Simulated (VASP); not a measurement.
# AlN (P6_3mc) in VASP: notebook, part 2 of 2

VASP 6.6.1.

## 4. Single point, PBE (uniaxial z strain -2.0%)

File INCAR:

```
SYSTEM = AlN
  ALGO = Normal
  EDIFF = 1E-6
  ENCUT = 520
  GGA = PE
  ISIF = 2
  ISMEAR = 0
  LASPH = .True.
  LCHARG = .False.
  LREAL = .False.
  LWAVE = .False.
  NBANDS = 16
  NELM = 80
  PREC = Accurate
  SIGMA = 0.01
```

File KPOINTS:

```
k-points
0
Gamma
  6 6 4
  0 0 0
```

File POSCAR:

```
AlN
1.0
    3.1066937602      0.0000000000      0.0000000000
   -1.5533468801      2.6904757181      0.0000000000
    0.0000000000      0.0000000000      4.8790197209
Al N
2 2
Direct
    0.3333333333      0.6666666667     -0.0053683633
    0.6666666667      0.3333333333      0.4946316367
    0.3333333333      0.6666666667      0.3803683633
    0.6666666667      0.3333333333      0.8803683633
```

Potentials or basis: VASP PAW PBE potentials, release 64 (Al, N).

The run is started by

```bash
> cat potpaw_PBE.64/Al/POTCAR potpaw_PBE.64/N/POTCAR > POTCAR
> mpirun -np 1 vasp_std > vasp.out
```

OUTCAR:

```text
SYSTEM = AlN
   EDIFF = 1E-6
   ENCUT = 520
   GGA = PE
   ISIF = 2
   ISMEAR = 0
   LASPH = .True.
   LREAL = .False.
   NELM = 80
   PREC = Accurate

 ion  position               nearest neighbor table
   1  0.333  0.667  0.995-   4 1.88   4 1.88   4 1.88   3 1.88   2 3.03   2 3.03   2 3.03   2 3.03
                             2 3.03   2 3.03
   2  0.667  0.333  0.495-   3 1.88   3 1.88   3 1.88   4 1.88   1 3.03   1 3.03   1 3.03   1 3.03
                             1 3.03   1 3.03
   3  0.333  0.667  0.380-   2 1.88   2 1.88   2 1.88   1 1.88
   4  0.667  0.333  0.880-   1 1.88   1 1.88   1 1.88   2 1.88

  LATTYP: Found a hexagonal cell.
 ALAT       =     3.1066937602
 C/A-ratio  =     1.5704862138

  Lattice vectors:

 A1 = (   3.1066937602,   0.0000000000,   0.0000000000)
 A2 = (  -1.5533468801,   2.6904757181,   0.0000000000)
 A3 = (   0.0000000000,   0.0000000000,   4.8790197209)

Analysis of symmetry for initial positions (statically):
=====================================================================
 Subroutine PRICEL returns:
 Original cell was already a primitive cell.

 Routine SETGRP: Setting up the symmetry group for a
 hexagonal supercell.

 Subroutine GETGRP returns: Found 12 space group operations
 (whereof  6 operations were pure point group operations)
 out of a pool of 24 trial point group operations.

The static configuration has the point symmetry C_3v.
 The point group associated with its full space group is C_6v.

Analysis of symmetry for dynamics (positions and initial velocities):
=====================================================================
 Subroutine PRICEL returns:
 Original cell was already a primitive cell.

 Routine SETGRP: Setting up the symmetry group for a
 hexagonal supercell.

 Subroutine GETGRP returns: Found 12 space group operations
 (whereof  6 operations were pure point group operations)
 out of a pool of 24 trial point group operations.

The dynamic configuration has the point symmetry C_3v.
 The point group associated with its full space group is C_6v.

 Subroutine INISYM returns: Found 12 space group operations
 (whereof  6 operations are pure point group operations),
 and found     1 'primitive' translations

----------------------------------------------------------------------------------------

                                     Primitive cell

  volume of cell :      40.7812

  direct lattice vectors                    reciprocal lattice vectors
     3.106693760  0.000000000  0.000000000     0.321885605  0.185840741  0.000000000
    -1.553346880  2.690475718  0.000000000     0.000000000  0.371681481  0.000000000
     0.000000000  0.000000000  4.879019721     0.000000000  0.000000000  0.204959204

  length of vectors
     3.106693760  3.106693760  4.879019721     0.371681481  0.371681481  0.204959204

  position of ions in fractional coordinates (direct lattice)
     0.333333333  0.666666667  0.994631637
     0.666666667  0.333333333  0.494631637
     0.333333333  0.666666667  0.380368363
     0.666666667  0.333333333  0.880368363

  ion indices of the primitive-cell ions
   primitive index   ion index
                 1           1
                 2           2
                 3           3
[... 27 lines left out ...]

 Following reciprocal coordinates:
            Coordinates               Weight
  0.000000  0.000000  0.000000      1.000000
  0.166667  0.000000  0.000000      6.000000
  0.333333 -0.000000  0.000000      6.000000
  0.500000 -0.000000  0.000000      3.000000
  0.166667  0.166667  0.000000      6.000000
  0.333333  0.166667  0.000000     12.000000
[... 13 lines left out ...]
  0.333333  0.166667  0.500000     12.000000
  0.333333  0.333333  0.500000      2.000000
   k-points           NKPTS =     21   k-points in BZ     NKDIM =     21   number of bands    NBANDS=     16
   number of dos      NEDOS =    301   number of ions     NIONS =      4
   total plane-waves  NPLWV =  20736
   dimension x,y,z NGX =    24 NGY =   24 NGZ =   36
   dimension x,y,z NGXF=    48 NGYF=   48 NGZF=   72
   ions per type =               2   2
   NGX,Y,Z   is equivalent  to a cutoff of  12.84, 12.84, 12.27 a.u.
   NGXF,Y,Z  is equivalent  to a cutoff of  25.69, 25.69, 24.53 a.u.
 SYSTEM =  AlN
   PREC   = accura    normal or accurate (medium, high low for compatibility)
   ISTART =      0    job   : 0-new  1-cont  2-samecut
   ICHARG =      2    charge: 1-file 2-atom 10-const
   ISPIN  =      1    spin polarized calculation?
   LNONCOLLINEAR =      F non collinear calculations
   LSORBIT =      F    spin-orbit coupling
   LASPH  =      T    aspherical Exc in radial PAW
   ENCUT  =  520.0 eV  38.22 Ry    6.18 a.u.   5.78  5.78  9.07*2*pi/ulx,y,z
   NELM   =     80;   NELMIN=  2; NELMDL= -5     # of ELM steps
   EDIFF  = 0.1E-05   stopping-criterion for ELM
   LREAL  =      F    real-space projection
   EDIFFG = 0.1E-04   stopping-criterion for IOM
   NSW    =      0    number of steps for IOM
   IBRION =     -1    ionic relax: 0-MD 1-quasi-New 2-CG
   NFREE  =      0    steps in history (QN), initial steepest desc. (CG)
   ISIF   =      2    stress and relaxation
   ISYM   =      2    0-nonsym 1-usesym 2-fastsym
   POTIM  = 0.5000    time-step for ionic-motion
   TEBEG  =    0.0;   TEEND  =   0.0 temperature during run
   PSTRESS=    0.0 pullay stress
   NELECT =      16.0000    total number of electrons
   NUPDOWN=      -1.0000    fix difference up-down
   EMIN   =  10.00;   EMAX   =-10.00  energy-range for DOS
   EFERMI =   0.00;   METHOD = LEGACY
   ISMEAR =     0;   SIGMA  =   0.01  broadening in eV -4-tet -1-fermi 0-gaus
   EFERMI_NEDOS =   21; number of points for ismear=-14 and -15
   IALGO  =     38    algorithm
   IMIX   =      4    mixing-type and parameters
     AMIX     =   0.40;   BMIX     =  1.00
     AMIX_MAG =   1.60;   BMIX_MAG =  1.00
  volume/ion in A,a.u.               =      10.20        68.80
  Fermi-wavevector in a.u.,A,eV,Ry     =   1.198473  2.264785 19.542547  1.436337
  Thomas-Fermi vector in A             =   2.334361
   LORBIT       =      0    0 simple, 1 ext, 2 COOP (PROOUT), +10 PAW based schemes
   GGA     = PE    functional components
   LHFCALC =     F    Hartree Fock is set to
   AEXX    =    0.0000 exact exchange contribution
   IVDW    =     0    specifies the selected vdW correction
   LEPSILON=     F    determine dielectric tensor
   LRPA    =     F    only Hartree local field effects (RPA)
 non-spin polarized calculation
 Gauss-broadening in eV      SIGMA  =   0.01
  energy-cutoff  :      520.00
  volume of cell :       40.78
 maximum number of plane-waves:      1112
 NGX is ok and might be reduce to    24
   NGX = 11   NGY = 11   NGZ = 19

 number of electron      15.9999996 magnetization

 Free energy of the ion-electron system (eV)
  ---------------------------------------------------
  ext. energy  EPLUGINS =         0.00000000
  ---------------------------------------------------
  free energy    TOTEN  =       -29.72513125 eV

  energy without entropy =      -29.72513125  energy(sigma->0) =      -29.72513125

 E-fermi :   6.5979     XC(G=0): -11.0144

 val. band max:        6.5163961313   @ k =   0.0000   0.0000   0.0000
 cond. band min:      10.8223237220   @ k =   0.0000   0.0000   0.0000
 fundamental gap:      4.3059275908
 Fermi energy:         6.5978576256

 k-point     1 :       0.0000    0.0000    0.0000
  band No.  band energies     occupation
      1      -8.9476      2.00000
      2      -6.6415      2.00000
      3       0.3596      2.00000
      4       5.4088      2.00000
      5       5.4088      2.00000
      6       6.1219      2.00000
[... 376 lines left out ...]
      3       1.4374      2.00000
      4       1.4374      2.00000
      5       2.4393      2.00000
      6       2.4393      2.00000
[... 8 lines left out ...]
     15      20.3512      0.00000
     16      20.3512      0.00000

------------------------ aborting loop because EDIFF is reached ----------------------------------------

  FORCE on cell =-STRESS in cart. coord.  units (eV):
  Direction    XX          YY          ZZ          XY          YZ          ZX
  --------------------------------------------------------------------------------------
  -------------------------------------------------------------------------------------
  Total        1.7611548      1.7611548      2.9951002      0.0000000      0.0000000      0.0000000
  in kB       69.1907471     69.1907471    117.6689406      0.0000000      0.0000000      0.0000000
  external PRESSURE =      85.3501450 kB  Pullay stress =       0.0000000 kB

 VOLUME and BASIS-vectors are now :
 -----------------------------------------------------------------------------
  energy-cutoff  :      520.00
  volume of cell :       40.78
      direct lattice vectors                 reciprocal lattice vectors
     3.106693760  0.000000000  0.000000000     0.321885605  0.185840741  0.000000000
    -1.553346880  2.690475718  0.000000000     0.000000000  0.371681481  0.000000000
     0.000000000  0.000000000  4.879019721     0.000000000  0.000000000  0.204959204

 POSITION                                       TOTAL-FORCE (eV/Angst)
 -----------------------------------------------------------------------------------
     -0.00000      1.79365      4.85283         0.000000      0.000000     -0.025209
      1.55335      0.89683      2.41332        -0.000000      0.000000     -0.025209
     -0.00000      1.79365      1.85582         0.000000     -0.000000      0.025209
      1.55335      0.89683      4.29533        -0.000000      0.000000      0.025209
 -----------------------------------------------------------------------------------
    total drift:                                0.000000      0.000000     -0.000018

  FREE ENERGIE OF THE ION-ELECTRON SYSTEM (eV)
  ---------------------------------------------------
  free  energy   TOTEN  =       -29.7251312549 eV

  energy  without entropy=      -29.7251312549  energy(sigma->0) =      -29.72513125
```

stdout:

```text
POSCAR found type information on POSCAR AlN
 POSCAR found :  2 types and       4 ions
 scaLAPACK will be used
 LDA part: xc-table for (Slater+PW92), standard interpolation
 POSCAR, INCAR and KPOINTS ok, starting setup
 FFT: planning ... GRIDC
 FFT: planning ... GRID_SOFT
 FFT: planning ... GRID
 WAVECAR not read
 entering main loop
```

Run time: 5 s. Hardware: 1 thread of Intel Xeon 6975P-C (Granite Rapids), shared host; peak memory 0.15 GiB.

What came out:

```
Free energy            : -29.7251 eV
Pressure               : 8.5 GPa
Largest force          : 0.025 eV/Å
Band gap on the k mesh : 4.31 eV, direct
```

Forces in eV/Å, atoms in the order of the input:
```
Al   0.000  0.000 -0.025
Al   0.000  0.000 -0.025
N    0.000  0.000  0.025
N    0.000  0.000  0.025
```

Stress tensor (GPa, compression positive):
```
 6.92  0.00  0.00
 0.00  6.92  0.00
 0.00  0.00 11.77
```

Caveat: the cell differs from its parent crystal (uniaxial z strain -2.0%).

## 5. Single point, PBE (uniaxial z strain -1.0%)

File INCAR:

```
ALGO = Normal
EDIFF = 1E-6
ENCUT = 520
GGA = PE
ISIF = 2
ISMEAR = 0
LASPH = True
LCHARG = False
LREAL = False
LWAVE = False
NBANDS = 16
NELM = 60
PREC = Accurate
SIGMA = 0.01
```

File KPOINTS:

```
k-points
0
Gamma
  6 6 4
```

File POSCAR:

```
AlN
1.0
    3.1066937602      0.0000000000      0.0000000000
   -1.5533468801      2.6904757181      0.0000000000
    0.0000000000      0.0000000000      4.9288056364
Al N
2 2
Direct
    0.3333333333      0.6666666667     -0.0042619043
    0.6666666667      0.3333333333      0.4957380957
    0.3333333333      0.6666666667      0.3792619043
    0.6666666667      0.3333333333      0.8792619043
```

The run is started by

```bash
> cat potpaw_PBE.64/Al/POTCAR potpaw_PBE.64/N/POTCAR > POTCAR
> mpirun -np 1 vasp_std > vasp.out
```

It took 5.3 s on 1 thread of Intel Xeon 6975P-C (Granite Rapids), shared host; peak memory 0.15 GiB.

Results (log left out):

```yaml
Free_energy: -29.7506 eV
Pressure: 6.4 GPa
Largest_force: 0.020 eV/Å
Band_gap_on_the_k_mesh: 4.28 eV, direct
```

Forces on the atoms (eV/Å):
```
Al   0.000  0.000 -0.020
Al   0.000  0.000 -0.020
N    0.000  0.000  0.020
N    0.000  0.000  0.020
```

Stress tensor (GPa, compression positive):
```
5.62 0.00 0.00
0.00 5.62 0.00
0.00 0.00 8.06
```

Levels at points of the mesh, in eV from the valence-band top:
```tsv
k point	band 5	band 6	band 7	band 8	band 9	band 10	band 11	band 12
(0.00, 0.00, 0.00)	-0.98	-0.30	-0.30	0.00	4.28	6.64	10.73	11.10
(0.50, 0.00, 0.00)	-3.43	-2.21	-1.84	-0.76	5.76	5.85	8.24	10.33
(0.00, 0.00, 0.50)	-0.65	-0.65	-0.65	-0.65	6.50	6.50	10.42	10.42
(0.50, 0.00, 0.50)	-1.57	-1.57	-1.40	-1.40	5.33	5.33	9.29	9.29
```

Caveat: the cell differs from its parent crystal (uniaxial z strain -1.0%).

## 6. Overview

```tsv
cell	gap on the mesh (eV)	pressure (GPa)	largest force (eV/Å)
a = 3.107, b = 3.107, c = 4.779 Å, angles 90.0, 90.0, 120.0°, 4 atoms	4.35	12.9	0.04
a = 3.107, b = 3.107, c = 4.829 Å, angles 90.0, 90.0, 120.0°, 4 atoms	4.33	10.7	0.03
a = 3.107, b = 3.107, c = 4.879 Å, angles 90.0, 90.0, 120.0°, 4 atoms	4.31	8.5	0.03
a = 3.107, b = 3.107, c = 4.929 Å, angles 90.0, 90.0, 120.0°, 4 atoms	4.28	6.4	0.02
```

Alike in all rows: task single point; level PBE; potentials or basis VASP PAW PBE potentials, release 64 (Al, N); no spin polarisation; k mesh 6 × 6 × 4; cutoff (eV) 520; smearing gaussian 0.01 eV.

Absolute energies hang on the potentials; compare differences alone.
